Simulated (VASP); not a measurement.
Wanted: the native input for a VASP 6.6.1 run.

- Task: single point
- Functional: PBE-based screened hybrid with 25 % exact exchange
- Potentials or basis: VASP PAW PBE potentials, release 64 (Mg, O)
- Cutoff: 520 eV
- k mesh: 5 × 5 × 3
- Occupations: fermi-dirac, width 0.05 eV
- Spin: no spin polarisation
- Dipole correction: no
- Grid for exact exchange (PRECFOCK): Normal
- Share of exact exchange: 0.25
- Further INCAR settings: ALGO = Normal; EDIFF = 1e-06; NBANDS = 16
- Screening parameter: 0.1 1/Å

The system is MgO.

```
Mg O
1.0
     3.30779    0.00000    0.00000
    -1.65389    2.86463    0.00000
     0.00000    0.00000    4.98288
Mg O
2 2
Direct
  0.66667 0.33333 0.50216
  0.33333 0.66667 0.00216
  0.66667 0.33333 0.90244
  0.33333 0.66667 0.40244
```

These files were run (other wordings do the same):

POSCAR

```
MgO
1.0
    3.3077869865      0.0000000000      0.0000000000
   -1.6538934933      2.8646275606      0.0000000000
    0.0000000000      0.0000000000      4.9828816700
Mg O
2 2
Direct
    0.6666666667      0.3333333333      0.5021597400
    0.3333333333      0.6666666667      0.0021597400
    0.6666666667      0.3333333333      0.9024402600
    0.3333333333      0.6666666667      0.4024402600
```

INCAR.step1

```
SYSTEM = MgO
  ALGO = Normal
  EDIFF = 1E-5
  ENCUT = 520
  GGA = PE
  ISIF = 2
  ISMEAR = -1
  LASPH = .TRUE.
  LREAL = .FALSE.
  LWAVE = .TRUE.
  NBANDS = 16
  NELM = 100
  PREC = Accurate
  SIGMA = 0.05
```

INCAR.step2

```
SYSTEM = MgO
  AEXX = 0.25
  ALGO = Normal
  EDIFF = 1E-6
  ENCUT = 520
  GGA = PE
  HFSCREEN = 0.1
  ISIF = 2
  ISMEAR = -1
  ISTART = 1
  LASPH = .TRUE.
  LCHARG = .TRUE.
  LELF = .TRUE.
  LHFCALC = .TRUE.
  LREAL = .FALSE.
  LVHAR = .TRUE.
  LWAVE = .FALSE.
  NBANDS = 16
  NELM = 100
  PREC = Accurate
  PRECFOCK = Normal
  SIGMA = 0.05
```

KPOINTS

```
k-points
0
G
  5 5 3
  0 0 0
```

Potentials or basis: VASP PAW PBE potentials, release 64 (Mg, O).

Run with:

```sh
$ cat potpaw_PBE.64/Mg/POTCAR potpaw_PBE.64/O/POTCAR > POTCAR
$ cp INCAR.step1 INCAR
$ mpirun -np 1 vasp_std > vasp.out
$ cp INCAR.step2 INCAR
$ mpirun -np 1 vasp_std > vasp.out
```

Results of the run:

```
Pressure               : -0.8 GPa
Largest force          : 0.032 eV/Å
Band gap on the k mesh : 5.40 eV
```

Caveat: the k points lie up to 0.44 Å⁻¹ apart; the PAW data sets were made with another functional, which shifts forces and pressure a little.

Run time: 6.1 min on 1 thread of AMD EPYC 7R13 Processor (Zen 3), on a shared host, peak memory 0.24 GiB.
